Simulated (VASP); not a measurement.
# In8P7 (a cell with a defect) in VASP: single point with PBE

Aim: the single point of In8P7 (a cell with a defect) with PBE.

Everything below comes from runs of VASP 6.6.1. Logs are shortened: lines on timing, memory, paths and dates and some standing lists are left out, and cuts for length are marked.

## (1) The cell of the first run

The cell holds a defect, 15 atoms: a = 8.193 Å, b = 8.193 Å, c = 8.193 Å, α = 60.00°, β = 60.00°, γ = 60.00°.

## (2) Single point, PBE

File INCAR:

```
ALGO = Normal
EDIFF = 1E-7
ENCUT = 520
GGA = PE
ISIF = 2
ISMEAR = -1
LASPH = T
LCHARG = F
LREAL = Auto
LWAVE = F
NBANDS = 82
NELM = 60
PREC = Accurate
SIGMA = 0.1
```

File KPOINTS:

```
k-points
0
Gamma
  2 2 2
```

File POSCAR:

```
In8P7
1.0
    0.0000000000      5.7931160000      5.7931160000
    5.7931160000      0.0000000000      5.7931160000
    5.7931160000      5.7931160000      0.0000000000
P In
7 8
Direct
    0.0793931970      0.1567272259      0.1536214707
    0.1220942236      0.1185551955      0.6373670059
    0.1230440578      0.6366560759      0.1183422704
    0.1764566772      0.6014039767      0.5947153484
    0.6109017151      0.1529046717      0.1574680189
    0.6677936364      0.8321992862     -0.1671602985
    0.6279712852      0.5944067925      0.6018116157
   -0.0116836949      0.0115509512      0.0124608242
   -0.0231333189     -0.0185140432      0.5383848692
   -0.0181068358      0.5403589364     -0.0251467431
    0.0016694815      0.4987214998      0.4984820777
    0.4517767295      0.0488013705      0.0483264965
    0.5028259403     -0.0255278852      0.5412049405
    0.5045356420      0.5375743382     -0.0180118092
    0.5631855119      0.4360031803      0.4382843361
```

Potentials or basis: VASP PAW PBE potentials, release 64 (P, In_d).

Launch:

```bash
cat potpaw_PBE.64/P/POTCAR potpaw_PBE.64/In_d/POTCAR > POTCAR
mpirun -np 1 vasp_std > vasp.out
```

OUTCAR:

```text
EDIFF = 1E-7
   ENCUT = 520
   GGA = PE
   ISIF = 2
   ISMEAR = -1
   LASPH = T
   LREAL = Auto
   NELM = 60
   PREC = Accurate

 ion  position               nearest neighbor table
   1  0.079  0.157  0.154-  12 2.50   8 2.54  10 2.59   9 2.60
   2  0.122  0.119  0.637-   8 2.51  11 2.54  13 2.56   9 2.56
   3  0.123  0.637  0.118-   8 2.51  11 2.54  10 2.56  14 2.56
   4  0.176  0.601  0.595-  11 2.53  10 2.60   9 2.61  15 2.63
   5  0.611  0.153  0.157-  12 2.50   8 2.54  13 2.59  14 2.59
   6  0.668  0.832  0.833-  12 2.50  10 2.78  14 2.78  13 2.79   9 2.79
   7  0.628  0.594  0.602-  11 2.53  13 2.60  14 2.61  15 2.63
   8  0.988  0.012  0.012-   3 2.51   2 2.51   1 2.54   5 2.54
   9  0.977  0.981  0.538-   2 2.56   1 2.60   4 2.61   6 2.79  10 3.60  15 3.62  13 3.90  12 3.98

  10  0.982  0.540  0.975-   3 2.56   1 2.59   4 2.60   6 2.78   9 3.60  15 3.68  14 3.89  12 3.97
                            11 4.00
  11  0.002  0.499  0.498-   7 2.53   4 2.53   3 2.54   2 2.54  10 4.00  13 4.00
  12  0.452  0.049  0.048-   6 2.50   5 2.50   1 2.50  10 3.97  13 3.98  14 3.98   9 3.98
  13  0.503  0.974  0.541-   2 2.56   5 2.59   7 2.60   6 2.79  14 3.60  15 3.68   9 3.90  12 3.98
                            11 4.00
  14  0.505  0.538  0.982-   3 2.56   5 2.59   7 2.61   6 2.78  13 3.60  15 3.63  10 3.89  12 3.98

  15  0.563  0.436  0.438-   7 2.63   4 2.63   9 3.62  14 3.63  13 3.68  10 3.68

  LATTYP: Found a face centered cubic cell.
 ALAT       =    11.5862320000

  Lattice vectors:

 A1 = (   0.0000000000,   5.7931160000,   5.7931160000)
 A2 = (   5.7931160000,   0.0000000000,   5.7931160000)
 A3 = (   5.7931160000,   5.7931160000,   0.0000000000)

Analysis of symmetry for initial positions (statically):
=====================================================================
 Subroutine PRICEL returns:
 Original cell was already a primitive cell.

 Routine SETGRP: Setting up the symmetry group for a
 face centered cubic supercell.

 Subroutine GETGRP returns: Found  1 space group operations
 (whereof  1 operations were pure point group operations)
 out of a pool of 48 trial point group operations.

The static configuration has the point symmetry C_1 .

Analysis of symmetry for dynamics (positions and initial velocities):
=====================================================================
 Subroutine PRICEL returns:
 Original cell was already a primitive cell.

 Routine SETGRP: Setting up the symmetry group for a
 face centered cubic supercell.

 Subroutine GETGRP returns: Found  1 space group operations
 (whereof  1 operations were pure point group operations)
 out of a pool of 48 trial point group operations.

The dynamic configuration has the point symmetry C_1 .

 Subroutine INISYM returns: Found  1 space group operations
 (whereof  1 operations are pure point group operations),
 and found     1 'primitive' translations

----------------------------------------------------------------------------------------

                                     Primitive cell

  volume of cell :     388.8362

  direct lattice vectors                    reciprocal lattice vectors
     0.000000000  5.793116000  5.793116000    -0.086309337  0.086309337  0.086309337
     5.793116000  0.000000000  5.793116000     0.086309337 -0.086309337  0.086309337
     5.793116000  5.793116000  0.000000000     0.086309337  0.086309337 -0.086309337

  length of vectors
     8.192703216  8.192703216  8.192703216     0.149492157  0.149492157  0.149492157

  position of ions in fractional coordinates (direct lattice)
     0.079393197  0.156727226  0.153621471
     0.122094224  0.118555196  0.637367006
     0.123044058  0.636656076  0.118342270
     0.176456677  0.601403977  0.594715348
     0.610901715  0.152904672  0.157468019
     0.667793636  0.832199286  0.832839701
     0.627971285  0.594406793  0.601811616
     0.988316305  0.011550951  0.012460824
     0.976866681  0.981485957  0.538384869
     0.981893164  0.540358936  0.974853257
     0.001669482  0.498721500  0.498482078
     0.451776729  0.048801371  0.048326497
     0.502825940  0.974472115  0.541204941
     0.504535642  0.537574338  0.981988191
[... 31 lines left out ...]
    -0.043154668  0.043154668  0.043154668     0.500000000  0.000000000  0.000000000
     0.043154668 -0.043154668  0.043154668     0.000000000  0.500000000  0.000000000
     0.043154668  0.043154668 -0.043154668     0.000000000  0.000000000  0.500000000

  Length of vectors
     0.074746078  0.074746078  0.074746078

  Shift w.r.t. Gamma in fractional coordinates (k-lattice)
     0.000000000  0.000000000  0.000000000

 Subroutine IBZKPT returns following result:
 ===========================================

 Found      8 irreducible k-points:

 Following reciprocal coordinates:
            Coordinates               Weight
  0.000000  0.000000  0.000000      1.000000
  0.500000  0.000000  0.000000      1.000000
  0.000000  0.500000  0.000000      1.000000
  0.000000  0.000000  0.500000      1.000000
  0.500000  0.500000  0.500000      1.000000
  0.500000  0.500000  0.000000      1.000000
  0.000000  0.500000  0.500000      1.000000
  0.500000  0.000000  0.500000      1.000000
   k-points           NKPTS =      8   k-points in BZ     NKDIM =      8   number of bands    NBANDS=     82
   number of dos      NEDOS =    301   number of ions     NIONS =     15
   total plane-waves  NPLWV = 262144
   dimension x,y,z NGX =    64 NGY =   64 NGZ =   64
   dimension x,y,z NGXF=   128 NGYF=  128 NGZF=  128
   ions per type =               7   8
   NGX,Y,Z   is equivalent  to a cutoff of  12.99, 12.99, 12.99 a.u.
   NGXF,Y,Z  is equivalent  to a cutoff of  25.97, 25.97, 25.97 a.u.
 SYSTEM =  unknown system
   PREC   = accura    normal or accurate (medium, high low for compatibility)
   ISTART =      0    job   : 0-new  1-cont  2-samecut
   ICHARG =      2    charge: 1-file 2-atom 10-const
   ISPIN  =      1    spin polarized calculation?
   LNONCOLLINEAR =      F non collinear calculations
   LSORBIT =      F    spin-orbit coupling
   LASPH  =      T    aspherical Exc in radial PAW
   ENCUT  =  520.0 eV  38.22 Ry    6.18 a.u.  15.23 15.23 15.23*2*pi/ulx,y,z
   NELM   =     60;   NELMIN=  2; NELMDL= -5     # of ELM steps
   EDIFF  = 0.1E-06   stopping-criterion for ELM
   LREAL  =      T    real-space projection
   EDIFFG = 0.1E-05   stopping-criterion for IOM
   NSW    =      0    number of steps for IOM
   IBRION =     -1    ionic relax: 0-MD 1-quasi-New 2-CG
   NFREE  =      0    steps in history (QN), initial steepest desc. (CG)
   ISIF   =      2    stress and relaxation
   ISYM   =      2    0-nonsym 1-usesym 2-fastsym
   POTIM  = 0.5000    time-step for ionic-motion
   TEBEG  =    0.0;   TEEND  =   0.0 temperature during run
   PSTRESS=    0.0 pullay stress
   NELECT =     139.0000    total number of electrons
   NUPDOWN=      -1.0000    fix difference up-down
   EMIN   =  10.00;   EMAX   =-10.00  energy-range for DOS
   EFERMI =   0.00;   METHOD = LEGACY
   ISMEAR =    -1;   SIGMA  =   0.10  broadening in eV -4-tet -1-fermi 0-gaus
   EFERMI_NEDOS =   21; number of points for ismear=-14 and -15
   IALGO  =     38    algorithm
   IMIX   =      4    mixing-type and parameters
     AMIX     =   0.40;   BMIX     =  1.00
     AMIX_MAG =   1.60;   BMIX_MAG =  1.00
  volume/ion in A,a.u.               =      25.92       174.93
  Fermi-wavevector in a.u.,A,eV,Ry     =   1.161870  2.195616 18.367075  1.349942
  Thomas-Fermi vector in A             =   2.298437
   LORBIT       =      0    0 simple, 1 ext, 2 COOP (PROOUT), +10 PAW based schemes
   GGA     = PE    functional components
   LHFCALC =     F    Hartree Fock is set to
   AEXX    =    0.0000 exact exchange contribution
   IVDW    =     0    specifies the selected vdW correction
   LEPSILON=     F    determine dielectric tensor
   LRPA    =     F    only Hartree local field effects (RPA)
 non-spin polarized calculation
  energy-cutoff  :      520.00
  volume of cell :      388.84
 maximum number of plane-waves:     10489
 NGX is ok and might be reduce to    64
   NGX = 31   NGY = 31   NGZ = 31

 number of electron     138.9999998 magnetization

 Free energy of the ion-electron system (eV)
  ---------------------------------------------------
  ext. energy  EPLUGINS =         0.00000000
  ---------------------------------------------------
  free energy    TOTEN  =       -58.22850540 eV

  energy without entropy =      -58.10471594  energy(sigma->0) =      -58.16661067

 E-fermi :   5.4381     XC(G=0):  -9.2884

 val. band max:        5.4142925369   @ k =   0.5000   0.0000   0.5000
 cond. band min:       5.4522771651   @ k =   0.5000   0.5000   0.0000
 fundamental gap:      0.0379846283
 Fermi energy:         5.4380777671

 k-point     1 :       0.0000    0.0000    0.0000
  band No.  band energies     occupation
      1      -9.5086      2.00000
      2      -9.4250      2.00000
      3      -9.4028      2.00000
      4      -9.3605      2.00000
      5      -9.3442      2.00000
      6      -9.2634      2.00000
[... 661 lines left out ...]
     80       8.7364      0.00000
     81       8.8844      0.00000
 [bands above 81 left out]

------------------------ aborting loop because EDIFF is reached ----------------------------------------

  FORCE on cell =-STRESS in cart. coord.  units (eV):
  Direction    XX          YY          ZZ          XY          YZ          ZX
  --------------------------------------------------------------------------------------
  -------------------------------------------------------------------------------------
  Total        6.6788512      3.4921893      3.7627303      0.0043707      0.6169094     -0.0033733
  in kB       27.5198259     14.3893670     15.5041159      0.0180094      2.5419402     -0.0138994
  external PRESSURE =      19.1377696 kB  Pullay stress =       0.0000000 kB

 VOLUME and BASIS-vectors are now :
 -----------------------------------------------------------------------------
  energy-cutoff  :      520.00
  volume of cell :      388.84
      direct lattice vectors                 reciprocal lattice vectors
     0.000000000  5.793116000  5.793116000    -0.086309337  0.086309337  0.086309337
     5.793116000  0.000000000  5.793116000     0.086309337 -0.086309337  0.086309337
     5.793116000  5.793116000  0.000000000     0.086309337  0.086309337 -0.086309337

 POSITION                                       TOTAL-FORCE (eV/Angst)
 -----------------------------------------------------------------------------------
      1.79789      1.34988      1.36787        -0.004334      0.002218      0.010010
      4.37914      4.39965      1.39411         0.002104      0.009211     -0.003334
      4.37379      1.39838      4.40103         0.000001     -0.003557     -0.002217
      6.92926      4.46749      4.50624        -0.007408     -0.002302     -0.000212
      1.79802      4.45125      4.42482        -0.004793     -0.004869     -0.008633
      9.64576      8.69334      8.68963        -0.010382      0.003699     -0.003757
      6.92983      7.12427      7.08138        -0.007180     -0.000512      0.002730
      0.13910      5.79762      5.79235        -0.020784     -0.005400      0.000299
      8.80479      8.77803     11.34496         0.011604     -0.006301     -0.008700
      8.77780     11.33566      8.81858        -0.002991      0.005045      0.018976
      5.77692      2.89744      2.89882         0.027130      0.003612      0.002275
      0.56267      2.89716      2.89991        -0.000514      0.001484      0.004532
      8.78049      6.04819      8.55816        -0.006666     -0.000648     -0.015695
      8.80300      8.61161      6.03706         0.013208      0.002761      0.005985
      5.06485      5.80163      5.78842         0.011003     -0.004439     -0.002260
 -----------------------------------------------------------------------------------
    total drift:                                0.025585     -0.011461      0.014858

  FREE ENERGIE OF THE ION-ELECTRON SYSTEM (eV)
  ---------------------------------------------------
  free  energy   TOTEN  =       -58.2285053976 eV

  energy  without entropy=      -58.1047159408  energy(sigma->0) =      -58.16661067
```

Wall time 5.7 min (1 thread of Intel Xeon 6975P-C (Granite Rapids), shared host); peak memory 0.61 GiB.

What came out:

```
Free energy            : -58.2285 eV
Pressure               : 1.9 GPa
Largest force          : 0.027 eV/Å
Band gap on the k mesh : zero (an odd number of electrons rules out a gap without spin polarisation)
```

Forces in eV/Å, atoms in the order of the input:
```
P   -0.004  0.002  0.010
P    0.002  0.009 -0.003
P    0.000 -0.004 -0.002
P   -0.007 -0.002  0.000
P   -0.005 -0.005 -0.009
P   -0.010  0.004 -0.004
P   -0.007 -0.001  0.003
In  -0.021 -0.005  0.000
In   0.012 -0.006 -0.009
In  -0.003  0.005  0.019
In   0.027  0.004  0.002
In  -0.001  0.001  0.005
In  -0.007 -0.001 -0.016
In   0.013  0.003  0.006
In   0.011 -0.004 -0.002
```

Levels at points of the mesh, in eV from the Fermi level:
```csv
k point,band 67,band 68,band 69,band 70,band 71,band 72,band 73,band 74
"(0.00, 0.00, 0.00)",-0.67,-0.58,-0.54,0.91,1.22,1.27,1.28,1.43
"(0.50, 0.00, 0.00)",-0.87,-0.84,-0.64,-0.41,0.96,1.53,1.60,2.05
"(0.00, 0.50, 0.00)",-1.26,-0.74,-0.56,-0.04,1.09,1.34,1.74,1.90
"(0.00, 0.00, 0.50)",-1.26,-0.74,-0.55,-0.04,1.08,1.34,1.75,1.90
"(0.50, 0.50, 0.50)",-0.87,-0.84,-0.64,-0.41,0.96,1.53,1.60,2.05
"(0.50, 0.50, 0.00)",-1.36,-1.13,-0.15,0.01,0.42,1.17,2.10,2.22
"(0.00, 0.50, 0.50)",-1.31,-1.09,-1.05,0.09,0.78,1.30,1.36,1.84
"(0.50, 0.00, 0.50)",-1.38,-1.13,-0.07,-0.02,0.37,1.20,2.08,2.23
```

Caveat: the k points lie up to 0.47 Å⁻¹ apart, too coarse for converged energies and pressures of a metal; spin-orbit coupling is left out, which moves the levels of the heavy elements.
